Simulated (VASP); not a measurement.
# Mg: single point with PBEsol

Crystal: Mg.

```
Mg
1.0
     0.00000    2.27602    2.27602
     2.27602    0.00000    2.27602
     2.27602    2.27602    0.00000
Mg
1
Direct
  0.00000 0.00000 0.00000
```

This cell differs from its parent crystal: volume scaled by 1.04.

* Program: VASP 6.6.1
* Task: single point
* Functional: PBEsol
* Potentials or basis: VASP PAW PBE potentials, release 64 (Mg)
* Cutoff: 520 eV
* k mesh: 14 × 14 × 14
* Occupations: fermi-dirac, width 0.1 eV
* Spin: no spin polarisation

- Pressure: -1.3 GPa
- Band gap on the k mesh: zero (band 1 reaches 3.44 eV, above the bottom of band 2 at 1.16 eV)

Levels at points of the mesh, in eV from the Fermi level:
```tsv
k point	band 1	band 2	band 3	band 4
(0.00, 0.00, 0.00)	-6.79	12.20	12.20	12.20
(0.50, 0.00, 0.00)	-1.65	-1.27	11.13	11.13
(0.50, 0.50, 0.00)	-0.20	0.79	6.06	6.82
```

Run time: 4.6 s on 1 thread of Intel(R) Xeon(R) 6975P-C (Granite Rapids), with other jobs on the host, peak memory 0.14 GiB.

Caveat: the PAW data sets were made with another functional, which shifts forces and pressure a little.
